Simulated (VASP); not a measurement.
The system is AlNi3.

```
Ni Al
1.0
     3.52305    0.00000    0.00000
     0.00000    3.52305    0.00000
     0.00000    0.00000    3.52305
Ni Al
3 1
Direct
  0.50000 0.50000 0.00000
  0.50000 0.00000 0.50000
  0.00000 0.50000 0.50000
  0.00000 0.00000 0.00000
```

- Program: VASP 6.6.1
- Task: relaxation of cell and atoms
- Functional: RPBE
- Dispersion: D3(BJ)
- Potentials or basis: VASP PAW PBE potentials, release 64 (Ni, Al)
- Cutoff: 600 eV
- k mesh: 8 × 8 × 8
- Occupations: fermi-dirac, width 0.05 eV
- Spin: collinear spin, ferromagnetic start
- Starting moments: [1.0, 1.0, 1.0, 0.0] μB

At the start: pressure -21.6 GPa; volume 10.93 Å³/atom.

Question: How do energy, volume and symmetry change on relaxing?

Answer: Over 4 steps the energy falls by 79.4 meV/atom and the volume is 9.84 Å³/atom (-10.0 %); space group Pm-3m (No. 221, to 0.05 Å); moment 0.00 μB per cell.

The path:
```
step  energy change (eV)  largest force (eV/Å)  pressure (GPa)  volume (Å³)
   1              0.0000                0.0000          -21.64        43.73
   2              0.1576                0.0000           39.18        35.03
   3             -0.3174                0.0000           -0.87        39.49
   4             -0.3178                0.0000           -0.13        39.38
```

Final structure:
```
Ni Al
1.0
     3.40205    0.00000    0.00000
     0.00000    3.40205    0.00000
     0.00000    0.00000    3.40205
Ni Al
3 1
Cartesian
  1.7010 1.7010 0.0000
  1.7010 0.0000 1.7010
  0.0000 1.7010 1.7010
  0.0000 0.0000 0.0000
```

Caveat: the PAW data sets were made with another functional, which shifts forces and pressure a little; pairwise dispersion overbinds metals, which lowers pressure and volume.
